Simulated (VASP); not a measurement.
Runs of VASP 6.6.1 on PbSe. The structure is that of space group Fm-3m (No. 225), or close to it. The cells are those of the table. 

```tsv
task	level	cell	k mesh	smearing	gap on the mesh (eV)	pressure (GPa)
single point	PBE	a = 4.237 Å, angles 60.0°, 2 atoms	8 × 8 × 8	fermi-dirac 0.02 eV	(a)	6.6
single point	r2SCAN	a = 4.499 Å, angles 60.0°, 2 atoms	8 × 8 × 8	gaussian 0.01 eV	0.91	-3.8
dielectric tensor	r2SCAN	a = 4.412 Å, angles 60.0°, 2 atoms	6 × 6 × 6	gaussian 0.01 eV	0.76	-
dielectric tensor	r2SCAN	a = 4.455 Å, angles 60.0°, 2 atoms	6 × 6 × 6	gaussian 0.01 eV	0.84	-
single point	PBE	a = 4.193 Å, angles 60.0°, 2 atoms	8 × 8 × 8	fermi-dirac 0.02 eV	0.07	8.9
single point	r2SCAN	a = 4.237 Å, angles 60.0°, 2 atoms	8 × 8 × 8	fermi-dirac 0.02 eV	0.33	5.8
single point	r2SCAN	a = 4.368 Å, angles 60.0°, 2 atoms	8 × 8 × 8	gaussian 0.01 eV	0.67	0.0
single point	r2SCAN	a = 4.281 Å, angles 60.0°, 2 atoms	8 × 8 × 8	gaussian 0.01 eV	0.46	3.6
single point	r2SCAN	a = 4.324 Å, angles 60.0°, 2 atoms	8 × 8 × 8	gaussian 0.01 eV	0.57	1.7
single point	r2SCAN	a = 4.455 Å, angles 60.0°, 2 atoms	8 × 8 × 8	gaussian 0.01 eV	0.84	-2.7
single point	r2SCAN	a = 4.193 Å, angles 60.0°, 2 atoms	8 × 8 × 8	fermi-dirac 0.02 eV	0.20	(c)
single point	r2SCAN	a = 4.412 Å, angles 60.0°, 2 atoms	8 × 8 × 8	gaussian 0.01 eV	0.76	(b)
```

Alike in all rows: potentials or basis VASP PAW PBE potentials, release 64 (Pb_d, Se); no spin polarisation; cutoff (eV) 520.

Problem. Estimate the missing entries.

Solution. (a) 0.06; (b) -1.4; (c) 8.3.

Caveats: spin-orbit coupling is left out, which moves the levels of the heavy elements; the PAW data sets were made with another functional, which shifts forces and pressure a little (at least some runs); the cell stands under pressure (at least some runs); the cell stands under tension (at least some runs).

A k mesh can miss the band edges, and the runs leave out spin-orbit coupling on Pb, Se.
